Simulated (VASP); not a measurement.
# ZnO (P6_3/mmc) in VASP: notebook

ZnO is run at these levels: PBE+D3(BJ); tasks: single point.

All numbers are computed with VASP 6.6.1; they aren't measurements. Logs are shortened: lines on timing, memory, paths and dates and some standing lists are left out, and cuts for length are marked.

### 1 The cell of the first run

It takes space group P6_3/mmc (No. 194, hexagonal). Conventional cell: a = 3.164 Å, b = 3.164 Å, c = 6.574 Å, α = 90.00°, β = 90.00°, γ = 120.00°. Within 2.4 Å of Zn (site symmetry -6m2) lie 3 O at 1.83 Å. O (site symmetry -6m2) has 3 Zn at 1.83 Å within 2.4 Å.

### 2 Single point, PBE+D3(BJ)

Contents of INCAR:

```
PREC = Accurate
ENCUT = 520
EDIFF = 1E-7
ISMEAR = 0
SIGMA = 0.05
LREAL = F
LASPH = T
NELM = 100
ALGO = Normal
ISIF = 2
LWAVE = F
LCHARG = F
GGA = PE
IVDW = 12
NBANDS = 26
```

Contents of KPOINTS:

```
regular mesh
0
Gamma
  12 12 6
```

Contents of POSCAR:

```
ZnO
1.0
    3.1641364593      0.0000000000      0.0000000000
   -1.5820682296      2.7402225548      0.0000000000
    0.0000000000      0.0000000000      6.5735385935
Zn O
2 2
Direct
    0.0000000000      0.0000000000      0.7500000000
    0.0000000000      0.0000000000      0.2500000000
    0.3333333333      0.6666666667      0.2500000000
    0.6666666667      0.3333333333      0.7500000000
```

Potentials or basis: VASP PAW PBE potentials, release 64 (Zn, O).

Launch:

```
cat potpaw_PBE.64/Zn/POTCAR potpaw_PBE.64/O/POTCAR > POTCAR
mpirun -np 1 vasp_std > vasp.out
```

OUTCAR:

```text
PREC = Accurate
   ENCUT = 520
   EDIFF = 1E-7
   ISMEAR = 0
   LREAL = F
   LASPH = T
   NELM = 100
   ISIF = 2
   GGA = PE
   IVDW = 12
 IVDW          = 12

 ion  position               nearest neighbor table
   1  0.000  0.000  0.750-   4 1.83   4 1.83   4 1.83
   2  0.000  0.000  0.250-   3 1.83   3 1.83   3 1.83
   3  0.333  0.667  0.250-   2 1.83   2 1.83   2 1.83
   4  0.667  0.333  0.750-   1 1.83   1 1.83   1 1.83

  LATTYP: Found a hexagonal cell.
 ALAT       =     3.1641364593
 C/A-ratio  =     2.0775142533

  Lattice vectors:

 A1 = (   3.1641364593,   0.0000000000,   0.0000000000)
 A2 = (  -1.5820682296,   2.7402225548,   0.0000000000)
 A3 = (   0.0000000000,   0.0000000000,   6.5735385935)

Analysis of symmetry for initial positions (statically):
=====================================================================
 Subroutine PRICEL returns:
 Original cell was already a primitive cell.

 Routine SETGRP: Setting up the symmetry group for a
 hexagonal supercell.

 Subroutine GETGRP returns: Found 24 space group operations
 (whereof 12 operations were pure point group operations)
 out of a pool of 24 trial point group operations.

The static configuration has the point symmetry D_3d.
 The point group associated with its full space group is D_6h.

Analysis of symmetry for dynamics (positions and initial velocities):
=====================================================================
 Subroutine PRICEL returns:
 Original cell was already a primitive cell.

 Routine SETGRP: Setting up the symmetry group for a
 hexagonal supercell.

 Subroutine GETGRP returns: Found 24 space group operations
 (whereof 12 operations were pure point group operations)
 out of a pool of 24 trial point group operations.

The dynamic configuration has the point symmetry D_3d.
 The point group associated with its full space group is D_6h.

 Subroutine INISYM returns: Found 24 space group operations
 (whereof 12 operations are pure point group operations),
 and found     1 'primitive' translations

----------------------------------------------------------------------------------------

                                     Primitive cell

  volume of cell :      56.9955

  direct lattice vectors                    reciprocal lattice vectors
[... 90 lines left out ...]
   NELM   =    100;   NELMIN=  2; NELMDL= -5     # of ELM steps
   EDIFF  = 0.1E-06   stopping-criterion for ELM
   LREAL  =      F    real-space projection
   EDIFFG = 0.1E-05   stopping-criterion for IOM
   NSW    =      0    number of steps for IOM
   IBRION =     -1    ionic relax: 0-MD 1-quasi-New 2-CG
   NFREE  =      0    steps in history (QN), initial steepest desc. (CG)
   ISIF   =      2    stress and relaxation
   ISYM   =      2    0-nonsym 1-usesym 2-fastsym
   POTIM  = 0.5000    time-step for ionic-motion
   TEBEG  =    0.0;   TEEND  =   0.0 temperature during run
   PSTRESS=    0.0 pullay stress
   NELECT =      36.0000    total number of electrons
   NUPDOWN=      -1.0000    fix difference up-down
   EMIN   =  10.00;   EMAX   =-10.00  energy-range for DOS
   EFERMI =   0.00;   METHOD = LEGACY
   ISMEAR =     0;   SIGMA  =   0.05  broadening in eV -4-tet -1-fermi 0-gaus
   EFERMI_NEDOS =   21; number of points for ismear=-14 and -15
   IALGO  =     38    algorithm
   IMIX   =      4    mixing-type and parameters
     AMIX     =   0.40;   BMIX     =  1.00
     AMIX_MAG =   1.60;   BMIX_MAG =  1.00
  volume/ion in A,a.u.               =      14.25        96.16
  Fermi-wavevector in a.u.,A,eV,Ry     =   1.404631  2.654368 26.844134  1.972988
  Thomas-Fermi vector in A             =   2.527173
   LORBIT       =      0    0 simple, 1 ext, 2 COOP (PROOUT), +10 PAW based schemes
   GGA     = PE    functional components
   LHFCALC =     F    Hartree Fock is set to
   AEXX    =    0.0000 exact exchange contribution
   IVDW    =    12    specifies the selected vdW correction
   LEPSILON=     F    determine dielectric tensor
   LRPA    =     F    only Hartree local field effects (RPA)
 non-spin polarized calculation
 Gauss-broadening in eV      SIGMA  =   0.05
  energy-cutoff  :      520.00
  volume of cell :       57.00
 maximum number of plane-waves:      1552
 NGX is ok and might be reduce to    24

 number of electron      35.9999975 magnetization

 Free energy of the ion-electron system (eV)
  ---------------------------------------------------
  ext. energy  EPLUGINS =         0.00000000
  ---------------------------------------------------
  free energy    TOTEN  =       -16.66840688 eV

  energy without entropy =      -16.66840688  energy(sigma->0) =      -16.66840688

 E-fermi :   0.6429     XC(G=0):  -9.7453

 val. band max:        0.3970029674   @ k =   0.0000   0.0000   0.0000
 cond. band min:       1.1859762095   @ k =   0.0000   0.0000   0.0000
 fundamental gap:      0.7889732422
 Fermi energy:         0.6428531643

 k-point     1 :       0.0000    0.0000    0.0000
  band No.  band energies     occupation
      1     -18.0269      2.00000
      2     -17.8742      2.00000
      3      -6.4559      2.00000
      4      -6.4559      2.00000
      5      -6.4274      2.00000
      6      -6.4274      2.00000
[... 685 lines left out ...]
     25      13.2922      0.00000
     26      15.0384      0.00000

 [... further k-points ...]

------------------------ aborting loop because EDIFF is reached ----------------------------------------

 Edisp (eV)   -0.74297

 E8    (eV) :    -0.2809

  FORCE on cell =-STRESS in cart. coord.  units (eV):
  Direction    XX          YY          ZZ          XY          YZ          ZX
  --------------------------------------------------------------------------------------
  -------------------------------------------------------------------------------------
  Total       6.68001     6.68001    -0.44616     0.00000     0.00000     0.00000
  in kB     187.77917   187.77917   -12.54193     0.00000     0.00000     0.00000
  external pressure =      121.01 kB  Pullay stress =        0.00 kB

 VOLUME and BASIS-vectors are now :
 -----------------------------------------------------------------------------
  energy-cutoff  :      520.00
  volume of cell :       57.00
      direct lattice vectors                 reciprocal lattice vectors
     3.164136459  0.000000000  0.000000000     0.316041995  0.182466931  0.000000000
    -1.582068230  2.740222555  0.000000000     0.000000000  0.364933862  0.000000000
     0.000000000  0.000000000  6.573538594     0.000000000  0.000000000  0.152125067

 POSITION                                       TOTAL-FORCE (eV/Angst)
 -----------------------------------------------------------------------------------
      0.00000      0.00000      4.93015         0.000000     -0.000000      0.000000
      0.00000      0.00000      1.64338         0.000000      0.000000      0.000000
     -0.00000      1.82682      1.64338        -0.000000     -0.000000     -0.000000
      1.58207      0.91341      4.93015        -0.000000      0.000000     -0.000000
 -----------------------------------------------------------------------------------
    total drift:                               -0.000000      0.000000     -0.000000

  FREE ENERGIE OF THE ION-ELECTRON SYSTEM (eV)
  ---------------------------------------------------
  free  energy   TOTEN  =       -17.4113810172 eV

  energy  without entropy=      -17.4113810172  energy(sigma->0) =      -17.41138102
```

OSZICAR:

```text
N       E                     dE             d eps       ncg     rms          rms(c)
DAV:   1     0.303792092937E+03    0.30379E+03   -0.18197E+04  3952   0.190E+03
DAV:   2     0.140520153993E+02   -0.28974E+03   -0.26946E+03  4260   0.401E+02
DAV:   3    -0.200247838911E+02   -0.34077E+02   -0.33708E+02  4478   0.142E+02
DAV:   4    -0.207183237225E+02   -0.69354E+00   -0.69236E+00  4438   0.211E+01
DAV:   5    -0.207221960635E+02   -0.38723E-02   -0.38720E-02  4414   0.157E+00    0.188E+01
DAV:   6    -0.164842028611E+02    0.42380E+01   -0.95973E+00  6774   0.700E+01    0.113E+01
DAV:   7    -0.167161331268E+02   -0.23193E+00   -0.34111E+00  4102   0.177E+01    0.653E+00
DAV:   8    -0.167326247308E+02   -0.16492E-01   -0.75258E-01  5246   0.739E+00    0.194E+00
DAV:   9    -0.166648936529E+02    0.67731E-01   -0.16940E-01  5856   0.649E+00    0.386E-01
DAV:  10    -0.166681720294E+02   -0.32784E-02   -0.47225E-02  4074   0.150E+00    0.162E-01
DAV:  11    -0.166683670693E+02   -0.19504E-03   -0.79286E-04  4168   0.264E-01    0.441E-02
DAV:  12    -0.166684020744E+02   -0.35005E-04   -0.10927E-04  5286   0.228E-01    0.225E-02
DAV:  13    -0.166684138867E+02   -0.11812E-04   -0.27507E-05  5344   0.105E-01    0.233E-02
DAV:  14    -0.166684068447E+02    0.70420E-05   -0.23569E-05  5794   0.565E-02    0.174E-03
DAV:  15    -0.166684070728E+02   -0.22811E-06   -0.44100E-06  4108   0.160E-02    0.193E-03
DAV:  16    -0.166684069617E+02    0.11103E-06   -0.31423E-08  2522   0.280E-03    0.128E-03
DAV:  17    -0.166684068805E+02    0.81203E-07   -0.13703E-07  2266   0.333E-03
   1 F= -.17411381E+02 E0= -.17411381E+02  d E =-.868952E-14
```

stdout:

```text
POSCAR found type information on POSCAR ZnO
 POSCAR found :  2 types and       4 ions
 scaLAPACK will be used
 LDA part: xc-table for (Slater+PW92), standard interpolation
 POSCAR, INCAR and KPOINTS ok, starting setup
 FFT: planning ... GRIDC
 FFT: planning ... GRID_SOFT
 FFT: planning ... GRID
 WAVECAR not read
 entering main loop
```

Run time: 2.5 min. Hardware: 1 thread of Intel Xeon 8259CL, shared host; peak memory 0.25 GiB.

What came out:

```
Free energy                : -17.4114 eV
Pressure                   : 12.1 GPa
Band gap on the k mesh     : 0.79 eV
Dispersion energy per atom : -0.186 eV
```

Caveat: the stress differs along the axes, from -1 to 19 GPa; semilocal functionals underestimate gaps, and a narrow one can read as zero. A k mesh can miss the band edges.

### 3 Single point, PBE+D3(BJ)

This run uses another cell than the first one, of the same volume but with other edges.

Contents of INCAR:

```
SYSTEM = ZnO
PREC     = Accurate       ! precision mode
ENCUT    = 520            ! plane-wave cutoff, eV
EDIFF    = 1E-6           ! SCF threshold, eV
ISMEAR   = 0              ! smearing method
SIGMA    = 0.05           ! smearing width, eV
LREAL    = .False.        ! projectors in reciprocal space
LASPH    = .True.         ! aspherical terms in the spheres
NELM     = 80             ! most SCF steps
ALGO     = Normal         ! electronic algorithm
ISIF     = 2              ! what is computed and relaxed
LWAVE    = .False.        ! write WAVECAR
LCHARG   = .False.        ! write CHGCAR
GGA      = PE             ! functional
IVDW     = 12             ! dispersion correction
NBANDS   = 26             ! bands
```

Contents of KPOINTS:

```
regular mesh
0
Gamma
  12 12 6
  0 0 0
```

Contents of POSCAR:

```
ZnO
1.0
    3.3110242054      0.0000000000      0.0000000000
   -1.6555121027      2.8674310745      0.0000000000
    0.0000000000      0.0000000000      6.0032290732
Zn O
2 2
Direct
    0.0000000000      0.0000000000      0.7500000000
    0.0000000000      0.0000000000      0.2500000000
    0.3333333333      0.6666666667      0.2500000000
    0.6666666667      0.3333333333      0.7500000000
```

Potentials or basis: VASP PAW PBE potentials, release 64 (Zn, O).

Launch:

```
cat potpaw_PBE.64/Zn/POTCAR potpaw_PBE.64/O/POTCAR > POTCAR
mpirun -np 1 vasp_std > vasp.out
```

Run time: 3.3 min. Hardware: 1 thread of Intel Xeon 8259CL, shared host; peak memory 0.25 GiB.

It converged, with:

```yaml
Free_energy: -17.6305 eV
Pressure: -3.0 GPa
Band_gap_on_the_k_mesh: 0.64 eV
Dispersion_energy_per_atom: -0.188 eV
```

Stress tensor (GPa, compression positive):
```
-4.76  0.00  0.00
 0.00 -4.76  0.00
 0.00  0.00  0.57
```

Levels at points of the mesh, in eV from the valence-band top:
| k point | band 15 | band 16 | band 17 | band 18 | band 19 | band 20 | band 21 | band 22 |
| --- | --- | --- | --- | --- | --- | --- | --- | --- |
| (0.00, 0.00, 0.00) | -0.03 | -0.03 | 0.00 | 0.00 | 0.64 | 4.35 | 5.77 | 12.25 |
| (0.50, 0.00, 0.00) | -1.92 | -1.62 | -0.88 | -0.87 | 4.50 | 5.28 | 6.42 | 9.35 |
| (0.00, 0.00, 0.50) | -0.01 | -0.01 | -0.01 | -0.01 | 2.32 | 2.32 | 8.91 | 8.91 |
| (0.50, 0.00, 0.50) | -1.77 | -1.77 | -0.75 | -0.75 | 4.66 | 4.66 | 8.27 | 8.27 |

Caveat: the stress differs along the axes, from -5 to 1 GPa; semilocal functionals underestimate gaps, and a narrow one can read as zero. A k mesh can miss the band edges.
